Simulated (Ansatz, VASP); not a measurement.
Two plane-wave programs on Zn

Contents of INCAR:

```
SYSTEM = Zn
ALGO = Normal
EDIFF = 1E-6
ENCUT = 500
GGA = PE
GGA_COMPAT = .False.
ISIF = 2
ISMEAR = -1
LASPH = .True.
LCHARG = .True.
LELF = .True.
LREAL = .False.
LVHAR = .True.
LWAVE = .False.
NBANDS = 19
NELM = 120
PREC = Accurate
SIGMA = 0.05
```

The input KPOINTS:

```
k-points
0
Gamma
  10 10 5
  0 0 0
```

POSCAR

```
Zn
1.0
    2.6700000000      0.0000000000      0.0000000000
   -1.3350000000      2.3122878281      0.0000000000
    0.0000000000      0.0000000000      4.9660000000
Zn
2
Direct
    0.6666666667      0.3333333333      0.7500000000
    0.3333333333      0.6666666667      0.2500000000
```

input.yaml

```yaml
crystal:
  lattice:
    - [2.67, 0.0, 0.0]
    - [-1.335, 2.3122878281, 0.0]
    - [0.0, 0.0, 4.966]
  atoms:
    - { symbol: Zn, position: [0.6666666667, 0.3333333333, 0.75] }
    - { symbol: Zn, position: [0.3333333333, 0.6666666667, 0.25] }
hamiltonian:
  xc: pbe
  pseudopotentials: { kind: paw }
kpoints:
  mp_grid: { grid: [10, 10, 5] }
  band_path:
    path:
      - [[0.0, 0.0, 0.0], [0.5, 0.0, 0.0], [0.3333333333, 0.3333333333, 0.0], [0.0, 0.0, 0.0], [0.0, 0.0, 0.5], [0.5, 0.0, 0.5], [0.3333333333, 0.3333333333, 0.5], [0.0, 0.0, 0.5]]
      - [[0.5, 0.0, 0.5], [0.5, 0.0, 0.0]]
      - [[0.3333333333, 0.3333333333, 0.0], [0.3333333333, 0.3333333333, 0.5]]
    npoints: 14
scf:
  occupations: { method: fermi_dirac, width: 0.05 }
  n_extra_bands: 6
output:
  forces: true
  stress: true
  eigenvalues: true
  fatbands: false
```

Alike in both runs: functional PBE; k mesh 10 × 10 × 5; occupations fermi-dirac, width 0.05 eV; no spin polarisation.

```csv
,VASP,Ansatz
version,VASP 6.6.1,Ansatz 0.2.0
potentials or method,"VASP PAW PBE potentials, release 64 (Zn)",Ansatz PAW
plane-wave cutoff (eV),500,420
valence electrons in the cell,24,24
task,single point,band structure
```

VASP gave:

- gap on the k mesh at the Fermi level (eV): none
- pressure (GPa): -0.5
- traceless stress, the component that is largest in VASP (GPa): 0.77

Problem. What did Ansatz give for the same quantities?

Solution. gap on the k mesh at the Fermi level (eV): none; pressure (GPa): -0.8; traceless stress, the component that is largest in VASP (GPa): 0.90.

A gap of «none» marks a metal or a gap that the smearing closes.
